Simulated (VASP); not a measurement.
Here is a VASP 6.6.1 calculation.

INCAR

```
PREC = Accurate
ENCUT = 520
EDIFF = 1E-7
ISMEAR = 0
SIGMA = 0.05
LREAL = False
LASPH = True
NELM = 80
ALGO = Normal
ISIF = 2
LWAVE = False
LCHARG = False
NBANDS = 16
```

File KPOINTS:

```
Automatic mesh
0
Gamma
  12 12 6
```

The input POSCAR:

```
BN
1.0
    2.4517820176      0.0000000000      0.0000000000
   -1.2258910088      2.1233055118      0.0000000000
    0.0000000000      0.0000000000      4.2268550000
B N
2 2
Direct
    0.6666666667      0.3333333333      0.9997240000
    0.3333333333      0.6666666667      0.4997240000
    0.6666666667      0.3333333333      0.6252760000
    0.3333333333      0.6666666667      0.1252760000
```

Potentials or basis: VASP PAW LDA potentials, release 64 (B, N).

The run is started by

```bash
$ cat potpaw_LDA.64/B/POTCAR potpaw_LDA.64/N/POTCAR > POTCAR
$ mpirun -np 1 vasp_std > vasp.out
```

Problem. What does it give for the band gap on the k mesh?

Solution. 4.66 eV, indirect (least direct gap 7.49 eV).

Problem. Predict the largest force.

Solution. 0.161 eV/Å.

Problem. Predict the pressure.

Solution. 21.6 GPa.

Forces on the atoms (eV/Å):
```
B    0.000  0.000 -0.161
B    0.000  0.000 -0.161
N    0.000  0.000  0.161
N    0.000  0.000  0.161
```

Caveat: the cell differs from its parent crystal (strain -0.040 along x and y, +0.000 along z). A k mesh can miss the band edges.
